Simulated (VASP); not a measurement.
The system is Au.

```
CELL_PARAMETERS angstrom
1.41131 -2.55593 0.00000
1.41131 2.55593 0.00000
0.00000 0.00000 4.89317
ATOMIC_POSITIONS crystal
Au 0.33467 0.66533 0.25000
Au 0.66533 0.33467 0.75000
```

| Property | Result |
| --- | --- |
| Program | VASP 6.6.1 |
| Task | relaxation of cell and atoms |
| Functional | PBEsol |
| Potentials or basis | VASP PAW PBE potentials, release 64 (Au) |
| Cutoff | 600 eV |
| k mesh | 11 × 11 × 6 |
| Occupations | fermi-dirac, width 0.05 eV |
| Spin | no spin polarisation |

At the start: pressure -5.4 GPa; volume 17.65 Å³/atom.

Problem. Where does the relaxation end?

Solution. Over 9 steps the energy falls by 17.1 meV/atom and the volume is 17.01 Å³/atom (-3.6 %); space group Cmcm (No. 63, to 0.1 Å) before, P6_3/mmc (No. 194, to 0.1 Å).

The path:
| step | energy change (eV) | largest force (eV/Å) | pressure (GPa) | volume (Å³) |
| --- | --- | --- | --- | --- |
| 1 | 0.0000 | 0.0202 | -5.41 | 35.30 |
| 2 | 0.0198 | 0.0249 | 10.24 | 32.34 |
| 3 | -0.0265 | 0.0287 | 0.49 | 33.97 |
| 4 | -0.0330 | 0.0125 | 0.18 | 33.99 |
| 5 | -0.0342 | 0.0048 | 0.04 | 34.00 |
| 6 | -0.0342 | 0.0017 | 0.05 | 34.00 |
| 7 | -0.0343 | 0.0024 | -0.07 | 34.03 |
| 8 | -0.0343 | 0.0026 | -0.08 | 34.03 |
| 9 | -0.0343 | 0.0024 | 0.02 | 34.01 |

Final structure:
```yaml
crystal:
  lattice:
    - [1.43192, -2.48702, 0.00000]
    - [1.43192, 2.48702, 0.00000]
    - [0.00000, 0.00000, 4.77560]
  atoms:
    - { symbol: Au, position: [0.33515, 0.66485, 0.25000] }
    - { symbol: Au, position: [0.66485, 0.33515, 0.75000] }
```

Caveat: the PAW data sets were made with another functional, which shifts forces and pressure a little.
